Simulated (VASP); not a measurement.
# AlRu in VASP: a series of runs, part 2 of 2

VASP 6.6.1. Earlier steps stand in the parts before.

**4. Electric field gradients, PBE**

INCAR reads:

```
SYSTEM = AlRu
  ALGO = Normal
  EDIFF = 1E-8
  ENCUT = 400
  GGA = PE
  GGA_COMPAT = .False.
  ISIF = 2
  ISMEAR = -1
  LASPH = .True.
  LCHARG = .False.
  LEFG = .True.
  LREAL = .False.
  LWAVE = .False.
  NBANDS = 16
  NELM = 120
  PREC = Accurate
  SIGMA = 0.08
```

KPOINTS reads:

```
k-points
0
Gamma
  20 20 20
  0 0 0
```

POSCAR reads:

```
AlRu
1.0
    2.9916000000      0.0000000000      0.0000000000
    0.0000000000      2.9916000000      0.0000000000
    0.0000000000      0.0000000000      2.9916000000
Al Ru
1 1
Direct
    0.0000000000      0.0000000000      0.0000000000
    0.5000000000      0.5000000000      0.5000000000
```

Potentials or basis: VASP PAW PBE potentials, release 64 (Al, Ru_pv).

Launch:

```console
> cat potpaw_PBE.64/Al/POTCAR potpaw_PBE.64/Ru_pv/POTCAR > POTCAR
> mpirun -np 1 vasp_std > vasp.out
```

OUTCAR:

```text
SYSTEM = AlRu
   EDIFF = 1E-8
   ENCUT = 400
   GGA = PE
   ISIF = 2
   ISMEAR = -1
   LASPH = .True.
   LREAL = .False.
   NELM = 120
   PREC = Accurate

 ion  position               nearest neighbor table
   1  0.000  0.000  0.000-   2 2.59   2 2.59   2 2.59   2 2.59   2 2.59   2 2.59   2 2.59   2 2.59

   2  0.500  0.500  0.500-   1 2.59   1 2.59   1 2.59   1 2.59   1 2.59   1 2.59   1 2.59   1 2.59

  LATTYP: Found a simple cubic cell.
 ALAT       =     2.9916000000

  Lattice vectors:

 A1 = (   2.9916000000,   0.0000000000,   0.0000000000)
 A2 = (   0.0000000000,   2.9916000000,   0.0000000000)
 A3 = (   0.0000000000,   0.0000000000,   2.9916000000)

Analysis of symmetry for initial positions (statically):
=====================================================================
 Subroutine PRICEL returns:
 Original cell was already a primitive cell.

 Routine SETGRP: Setting up the symmetry group for a
 simple cubic supercell.

 Subroutine GETGRP returns: Found 48 space group operations
 (whereof 48 operations were pure point group operations)
 out of a pool of 48 trial point group operations.

The static configuration has the point symmetry O_h .

Analysis of symmetry for dynamics (positions and initial velocities):
=====================================================================
 Subroutine PRICEL returns:
 Original cell was already a primitive cell.

 Routine SETGRP: Setting up the symmetry group for a
 simple cubic supercell.

 Subroutine GETGRP returns: Found 48 space group operations
 (whereof 48 operations were pure point group operations)
 out of a pool of 48 trial point group operations.

The dynamic configuration has the point symmetry O_h .

 Subroutine INISYM returns: Found 48 space group operations
[... 151 lines left out ...]

 k-point     1 :       0.0000    0.0000    0.0000
  band No.  band energies     occupation
      1     -31.0498      2.00000
      2     -31.0498      2.00000
      3     -31.0498      2.00000
      4       1.0422      2.00000
      5       7.1519      2.00000
      6       7.1519      2.00000
[... 433 lines left out ...]
      3     -31.0422      2.00000
      4       1.9710      2.00000
      5       7.3673      2.00000
      6       7.4759      2.00000
[... 8 lines left out ...]
     15      23.7222      0.00000
     16      27.3404      0.00000

 [... further k-points ...]
[... 5 lines left out ...]
  --------------------------------------------------------------------------------------
  -------------------------------------------------------------------------------------
  Total        0.3631090      0.3631090      0.3631090      0.0000000      0.0000000     -0.0000000
  in kB       21.7288664     21.7288664     21.7288664      0.0000000      0.0000000     -0.0000000
  external PRESSURE =      21.7288664 kB  Pullay stress =       0.0000000 kB

 VOLUME and BASIS-vectors are now :
 -----------------------------------------------------------------------------
  energy-cutoff  :      400.00
  volume of cell :       26.77
      direct lattice vectors                 reciprocal lattice vectors
     2.991600000  0.000000000  0.000000000     0.334269287  0.000000000  0.000000000
     0.000000000  2.991600000  0.000000000     0.000000000  0.334269287  0.000000000
     0.000000000  0.000000000  2.991600000     0.000000000  0.000000000  0.334269287

 POSITION                                       TOTAL-FORCE (eV/Angst)
 -----------------------------------------------------------------------------------
      0.00000      0.00000      0.00000         0.000000      0.000000      0.000000
      1.49580      1.49580      1.49580         0.000000      0.000000      0.000000
 -----------------------------------------------------------------------------------
    total drift:                               -0.000000      0.000000      0.000000

  FREE ENERGIE OF THE ION-ELECTRON SYSTEM (eV)
  ---------------------------------------------------
  free  energy   TOTEN  =       -14.2706273326 eV

  energy  without entropy=      -14.2364343607  energy(sigma->0) =      -14.25353085

 Electric field gradients (V/A^2)
---------------------------------------------------------------------
 ion       V_xx      V_yy      V_zz      V_xy      V_xz      V_yz
---------------------------------------------------------------------
   1      -0.000    -0.000     0.000    -0.000     0.000    -0.000
   2       0.000     0.000     0.000     0.000    -0.000     0.000
---------------------------------------------------------------------

 Electric field gradients after diagonalization (V/A^2)
 (convention: |V_zz| > |V_xx| > |V_yy|)
----------------------------------------------------------------------
 ion       V_xx      V_yy      V_zz     asymmetry (V_yy - V_xx)/ V_zz
----------------------------------------------------------------------
   1      -0.000    -0.000     0.000       0.043
   2       0.000     0.000     0.000      -0.281
----------------------------------------------------------------------

           NMR quadrupolar parameters

 Cq : quadrupolar parameter    Cq=e*Q*V_zz/h
 eta: asymmetry parameters     (V_yy - V_xx)/ V_zz
 Q  : nuclear electric quadrupole moment in mb (millibarn)
----------------------------------------------------------------------
 ion       Cq(MHz)       eta       Q (mb)
----------------------------------------------------------------------
   1       0.000       0.043       1.000
   2       0.000      -0.281       1.000
----------------------------------------------------------------------
```

stdout:

```text
POSCAR found type information on POSCAR AlRu
 POSCAR found :  2 types and       2 ions
 scaLAPACK will be used
 LDA part: xc-table for (Slater+PW92), standard interpolation
 POSCAR, INCAR and KPOINTS ok, starting setup
 FFT: planning ... GRIDC
 FFT: planning ... GRID_SOFT
 FFT: planning ... GRID
 WAVECAR not read
 entering main loop
ion   1

ion   2
```

Run time: 2.2 min. Hardware: 1 thread of AMD EPYC, shared host; peak memory 0.16 GiB.

Results:

```
Free energy                             : -14.2706 eV
Pressure                                : 2.2 GPa
Band gap on the k mesh                  : zero (an odd number of electrons rules out a gap without spin polarisation)
Largest electric field gradient by atom : under 0.05 V/Å² on every atom
```

Levels at points of the mesh, in eV from the Fermi level:
```tsv
k point	band 7	band 8	band 9	band 10	band 11	band 12
(0.00, 0.00, 0.00)	0.18	0.18	0.18	6.08	6.08	6.08
(0.50, 0.00, 0.00)	-1.61	-1.61	0.43	2.29	7.45	11.03
(0.50, 0.50, 0.00)	-1.37	-1.17	-1.17	1.53	5.31	6.23
(0.50, 0.50, 0.50)	1.63	1.63	2.57	4.14	4.14	4.14
```

**5. The runs side by side**

```tsv
cell	k mesh	gap on the mesh (eV)	pressure (GPa)
a = 2.992 Å, 2 atoms	10 × 10 × 10	none	2.2
a = 2.872, b = 2.872, c = 2.992 Å, 2 atoms	14 × 14 × 14	none	23.4
a = 2.992 Å, 2 atoms	20 × 20 × 20	none	2.2
```

Alike in all rows: task electric field gradients; level PBE; potentials or basis VASP PAW PBE potentials, release 64 (Al, Ru_pv); no spin polarisation; cutoff (eV) 400; smearing fermi-dirac 0.08 eV.

Caveats: the stress differs along the axes, from 18 to 26 GPa (at least some runs).

Total energies depend on the potentials used, so only differences within one code and one set of settings carry meaning.
